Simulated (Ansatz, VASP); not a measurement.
One calculation of GaN, two programs

```xyz
8
Lattice="4.5508 0.0014 0.0353 -0.0014 -4.6021 0.0918 -0.0353 0.0918 -4.4630" Properties=species:S:1:pos:R:3 pbc="T T T"
Ga    0.0140   -2.2607   -2.1775
Ga    2.1116    0.0515   -2.1403
Ga    2.3598   -2.2606    0.0212
Ga    0.0774   -0.0780   -0.0481
N     3.3177   -3.3410   -3.2767
N     1.0452   -1.1073   -3.2844
N     1.1434   -3.3973   -1.0171
N     3.4730   -1.1332   -1.0847
```

Change from the starting cell: all atoms moved at random (sigma 0.06 Å a component), cell strained at random (sigma 0.01).

Alike in both runs: task single point; functional r2SCAN; k mesh 6 × 6 × 6; occupations gaussian, width 0.05 eV; no spin polarisation.

```csv
,VASP,Ansatz
version,VASP 6.6.1,Ansatz 0.2.0
potentials or method,"VASP PAW PBE potentials, release 64 (Ga_d, N), cutoff 520 eV","scalar-relativistic, plane waves, PAW"
valence electrons in the cell,72,72
```

```tsv
	VASP	Ansatz	Ansatz less VASP
gap on the k mesh at the Fermi level (eV)	1.52	1.53	+0.013
least direct gap on the mesh (eV)	1.52	1.53	+0.013
pressure (GPa)	-1.8	-2.8	-0.99
traceless stress, the component that is largest in VASP (GPa)	6.78	6.73	-0.052
rms of the force components (eV/Å)	1.147	1.128	-0.0190
```

VASP's potentials were made for PBE, not for r2SCAN. Atom by atom the forces differ by 0.022 eV/Å (rms over components). The functional is the same, so the differences come from potentials, cutoffs and numerics.
